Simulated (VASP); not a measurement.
A run of VASP 6.6.1:

The input INCAR:

```
PREC     = Accurate       # precision mode
ENCUT    = 500            # plane-wave cutoff, eV
EDIFF    = 1E-6           # SCF threshold, eV
ISMEAR   = 0              # smearing method
SIGMA    = 0.01           # smearing width, eV
LREAL    = False          # projectors in reciprocal space
LASPH    = True           # aspherical terms in the spheres
NELM     = 120            # most SCF steps
ALGO     = Normal         # electronic algorithm
ISIF     = 2              # what is computed and relaxed
LWAVE    = False          # write WAVECAR
LCHARG   = True           # write CHGCAR
LELF     = True           # ELF
LVHAR    = True         
NBANDS   = 15             # bands
GGA_COMPAT= False
```

File KPOINTS:

```
Automatic mesh
0
Gamma
  4 4 4
```

Contents of POSCAR:

```
BaTe
1.0
    4.2338619568      0.0000000000      0.0000000000
    0.0000000000      4.2338619568      0.0000000000
    0.0000000000      0.0000000000      4.2338619568
Ba Te
1 1
Direct
    0.0000000000      0.0000000000      0.0000000000
    0.5000000000      0.5000000000      0.5000000000
```

Potentials or basis: VASP PAW LDA potentials, release 64 (Ba_sv, Te).

Command:

```console
$ cat potpaw_LDA.64/Ba_sv/POTCAR potpaw_LDA.64/Te/POTCAR > POTCAR
$ mpirun -np 1 vasp_std > vasp.out
```

Hardware: 1 thread of AMD EPYC 7R43 64-Core Processor (Zen 3), on a shared host.

How long does it take, and how much memory?

Run time: 8.4 s on 1 thread of AMD EPYC 7R43 64-Core Processor (Zen 3), on a shared host, peak memory 0.12 GiB. Counts: scf iterations 14, k points 10.
